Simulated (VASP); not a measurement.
Pb, 1 atom in the cell. The structure is cubic, space group Im-3m (No. 229). The conventional cell has a = 3.959 Å, b = 3.959 Å, c = 3.959 Å, α = 90.00°, β = 90.00°, γ = 90.00°. Within 4.5 Å of Pb (site symmetry m-3m) lie 14 Pb at 3.43 to 3.96 Å. 

| Item | Value |
| --- | --- |
| Program | VASP 6.6.1 |
| Task | single point |
| Functional | LDA |
| Potentials or basis | VASP PAW LDA potentials, release 64 (Pb_d) |
| Cutoff | 520 eV |
| k mesh | 5 × 5 × 5 |
| Occupations | fermi-dirac, width 0.05 eV |
| Spin | no spin polarisation |
| Dipole correction | no |
| Further INCAR settings | ALGO = Normal; EDIFF = 1e-06; NBANDS = 13 |

Potentials or basis: VASP PAW LDA potentials, release 64 (Pb_d).

Command:

```sh
$ cat potpaw_LDA.64/Pb_d/POTCAR > POTCAR
$ mpirun -np 1 vasp_std > vasp.out
```

Hardware: 1 thread of AMD EPYC 7R13 Processor (Zen 3), on a shared host.

Problem. Estimate the wall time of this run.

Solution. Wall time 2.7 s on 1 thread of AMD EPYC 7R13 Processor (Zen 3), on a shared host, peak memory 0.11 GiB. Counts: scf iterations 9, k points 10.
